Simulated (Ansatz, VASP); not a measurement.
Two plane-wave programs on Ge

POSCAR

```
Ge
1.0
    2.8238990914      2.8238990914      0.0000000000
   -2.8238990914      2.8238990914      0.0000000000
    0.0000000000      0.0000000000      5.7883512991
Ge
4
Direct
    0.5000000000      0.5000000000      0.5000000000
    0.5000000000      0.0000000000      0.2500000000
    0.0000000000      0.0000000000      0.0000000000
    0.0000000000      0.5000000000      0.7500000000
```

File INCAR.step1:

```
PREC     = Accurate       # precision mode
ENCUT    = 520            # plane-wave cutoff, eV
ISMEAR   = 0              # smearing method
SIGMA    = 0.02           # smearing width, eV
LREAL    = F              # projectors in reciprocal space
LASPH    = T              # aspherical terms in the spheres
NELM     = 80             # most SCF steps
NBANDS   = 36             # bands
GGA      = PE             # functional
ALGO     = Normal         # electronic algorithm
EDIFF    = 1E-4           # SCF threshold, eV
LWAVE    = T              # write WAVECAR
LCHARG   = F              # write CHGCAR
```

Contents of INCAR.step2:

```
PREC     = Accurate       # precision mode
ENCUT    = 520            # plane-wave cutoff, eV
EDIFF    = 1E-6           # SCF threshold, eV
ISMEAR   = 0              # smearing method
SIGMA    = 0.02           # smearing width, eV
LREAL    = F              # projectors in reciprocal space
LASPH    = T              # aspherical terms in the spheres
NELM     = 80             # most SCF steps
ALGO     = Normal         # electronic algorithm
ISIF     = 2              # what is computed and relaxed
LWAVE    = F              # write WAVECAR
LCHARG   = T              # write CHGCAR
METAGGA  = R2SCAN         # meta-GGA
LMIXTAU  = T            
LELF     = T              # ELF
LVHAR    = T            
NBANDS   = 36             # bands
ISTART   = 1
```

File KPOINTS:

```
regular mesh
0
Gamma
  10 10 6
```

Input for Ansatz:

```yaml
crystal:
  lattice:
    - [2.8238990914, 2.8238990914, 0.0]
    - [-2.8238990914, 2.8238990914, 0.0]
    - [0.0, 0.0, 5.7883512991]
  atoms:
    - { symbol: Ge, position: [0.5, 0.5, 0.5] }
    - { symbol: Ge, position: [0.5, 0.0, 0.25] }
    - { symbol: Ge, position: [0.0, 0.0, 0.0] }
    - { symbol: Ge, position: [0.0, 0.5, 0.75] }
basis:
  ecutwfc: 500
kpoints:
  mp_grid: { grid: [10, 10, 6] }
  band_path: { path: [VBM, CBM], npoints: 2 }
hamiltonian:
  xc: r2scan
scf:
  occupations: { method: gaussian, width: 0.02 }
output:
  forces: true
  stress: true
  eigenvalues: true
checkpoint:
  read: start.run
  write: ck
  compress: false
  write_wavefunctions: false
  write_every: 100000
```

Alike in both runs: task single point; functional r2SCAN; k mesh 10 × 10 × 6; occupations gaussian, width 0.02 eV; no spin polarisation.

```csv
,VASP,Ansatz
version,VASP 6.6.1,Ansatz 0.2.0
potentials or method,"VASP PAW PBE potentials, release 64 (Ge_d), cutoff 520 eV","scalar-relativistic, plane waves, PAW"
valence electrons in the cell,56,56
```

|  | VASP | Ansatz | Ansatz less VASP |
| --- | --- | --- | --- |
| gap on the k mesh at the Fermi level (eV) | 0.15 | 0.18 | +0.036 |
| least direct gap on the mesh (eV) | 0.15 | 0.18 | +0.036 |
| pressure (GPa) | -0.7 | -0.7 | -0.04 |
| traceless stress, the component that is largest in VASP (GPa) | -1.45 | -1.42 | +0.034 |

VASP's potentials were made for PBE, not for r2SCAN. With one functional, cell and mesh, what is left measures potentials, basis and numerics.
